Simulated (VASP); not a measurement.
BAs:

```
CELL_PARAMETERS angstrom
0.00000 2.39187 2.39187
2.39187 0.00000 2.39187
2.39187 2.39187 0.00000
ATOMIC_POSITIONS crystal
B 0.00000 0.00000 0.00000
As 0.25000 0.25000 0.25000
```

Base run:

| Item | Value |
| --- | --- |
| Program | VASP 6.6.1 |
| Functional | PBE |
| Potentials or basis | VASP PAW PBE potentials, release 64 (B, As) |
| Cutoff | 520 eV |
| k mesh | 6 × 6 × 6 |
| Occupations | gaussian, width 0.01 eV |
| Spin | no spin polarisation |

Its results: band gap on the k mesh 1.28 eV, indirect (least direct gap 3.27 eV); pressure 2.8 GPa.

Q: The run is repeated on the same cell with these changes: k mesh from 6 × 6 × 6 to 8 × 8 × 8. What comes out?

A: Band gap on the k mesh 1.19 eV, indirect (least direct gap 3.27 eV); pressure 2.8 GPa.

A k mesh can miss the band edges.
